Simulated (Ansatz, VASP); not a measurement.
HC6 in VASP and in Ansatz

```xyz
14
Lattice="4.9327 0.0000 0.0000 0.0000 8.5223 0.0000 0.0000 0.0000 22.9416" Properties=species:S:1:pos:R:3 pbc="T T T"
C     0.0000    0.0000    4.0000
C     2.4663    0.0000    4.0000
C     1.2332    0.0000    4.7120
C     3.6995    0.0000    4.7120
C     1.2332    0.0000    6.1359
C     3.6995    0.0000    6.1359
C     0.0000    0.0000    6.8300
C     2.4663    0.0000    6.8300
C     0.0000    0.0000    8.3191
C     2.4663    0.0000    8.3191
C     1.2332    0.0000    8.9416
C     3.6995    0.0000    8.9416
H     0.4857    0.0000   10.9916
H     1.9807    0.0000   10.9916
```

Alike in both runs: task single point; functional PBE; k mesh 6 × 3 × 1; occupations gaussian, width 0.1 eV; no spin polarisation.

|  | VASP | Ansatz |
| --- | --- | --- |
| version | VASP 6.6.1 | Ansatz 0.2.0 |
| potentials or method | VASP PAW PBE potentials, release 64 (C, H), cutoff 520 eV | scalar-relativistic, plane waves, PAW |
| valence electrons in the cell | 50 | 50 |

|  | VASP | Ansatz | Ansatz less VASP |
| --- | --- | --- | --- |
| gap on the k mesh at the Fermi level (eV) | 0.02 | 0.02 | 0.000 |
| least direct gap on the mesh (eV) | 0.02 | 0.02 | 0.000 |
| rms of the force components (eV/Å) | 1.024 | 1.027 | +0.0029 |

Atom by atom the forces differ by 0.014 eV/Å (rms over components).
